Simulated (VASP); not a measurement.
TaS2, 3 atoms in the cell. The cell holds a slab with vacuum, 3 atoms: a = 3.381 Å, b = 3.381 Å, c = 12.062 Å, α = 90.00°, β = 90.00°, γ = 120.00°. 

| Property | Result |
| --- | --- |
| Program | VASP 6.6.1 |
| Task | single point |
| Functional | PBE |
| Potentials or basis | VASP PAW PBE potentials, release 64 (S, Ta_pv) |
| Cutoff | 400 eV |
| k mesh | 12 × 12 × 1 |
| Occupations | gaussian, width 0.05 eV |
| Spin | no spin polarisation |
| Dipole correction | yes |
| Further INCAR settings | ALGO = Normal; EDIFF = 1e-06; NBANDS = 18; NELMDL = -8 |

Potentials or basis: VASP PAW PBE potentials, release 64 (S, Ta_pv).

Launch:

```sh
$ cat potpaw_PBE.64/S/POTCAR potpaw_PBE.64/Ta_pv/POTCAR > POTCAR
$ mpirun -np 1 vasp_std > vasp.out
```

Hardware: 1 thread of Intel Xeon 8259CL (shared host).

Q: How long does it take, and how much memory?

A: Wall time 75 s on 1 thread of Intel Xeon 8259CL, on a shared host, peak memory 0.2 GiB. Counts: scf iterations 21, k points 19.
